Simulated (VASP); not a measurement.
Wanted: the native input for a VASP 6.6.1 run.

| Quantity | Value |
| --- | --- |
| Task | single point |
| Functional | PBE |
| Potentials or basis | VASP PAW PBE potentials, release 64 (Cd, Si) |
| Cutoff | 500 eV |
| k mesh | 12 × 12 × 10 |
| Occupations | gaussian, width 0.1 eV |
| Spin | no spin polarisation |
| Dipole correction | no |
| Further INCAR settings | ALGO = Normal; EDIFF = 1e-06; NBANDS = 28 |

The structure of Cd3Si lies in POSCAR:

```
Cd3Si
1.0
    5.0738231437      0.0000000000      0.0000000000
   -2.5369115718      4.3940597368      0.0000000000
    0.0000000000      0.0000000000      5.1672925730
Cd Si
3 1
Direct
    0.0000000000      0.0000000000      0.5000000000
    0.3333333333      0.6666666667      0.0000000000
    0.6666666667      0.3333333333      0.0000000000
    0.0000000000      0.0000000000      0.0000000000
```

One way to write it, as run:

INCAR

```
SYSTEM = Cd3Si
ALGO     = Normal         ! electronic algorithm
EDIFF    = 1E-6           ! SCF threshold, eV
ENCUT    = 500            ! plane-wave cutoff, eV
GGA      = PE             ! functional
GGA_COMPAT= .False.      
ISIF     = 2              ! what is computed and relaxed
ISMEAR   = 0              ! smearing method
LASPH    = .True.         ! aspherical terms in the spheres
LCHARG   = .False.        ! write CHGCAR
LREAL    = .False.        ! projectors in reciprocal space
LWAVE    = .False.        ! write WAVECAR
NBANDS   = 28             ! bands
NELM     = 120            ! most SCF steps
PREC     = Accurate       ! precision mode
SIGMA    = 0.1            ! smearing width, eV
```

KPOINTS

```
k-points
0
Gamma
  12 12 10
  0 0 0
```

Potentials or basis: VASP PAW PBE potentials, release 64 (Cd, Si).

Launch:

```console
$ cat potpaw_PBE.64/Cd/POTCAR potpaw_PBE.64/Si/POTCAR > POTCAR
$ mpirun -np 1 vasp_std > vasp.out
```

It gave:

```yaml
Pressure: 0.2 GPa
Band_gap_on_the_k_mesh: zero (band 20 reaches 2.93 eV, above the bottom of band 21 at 0.86 eV)
```

Run time: 4.4 min on 1 thread of Intel(R) Xeon(R) Platinum 8259CL CPU @ 2.50GHz (Skylake/Cascade Lake), on a shared host, peak memory 0.43 GiB.
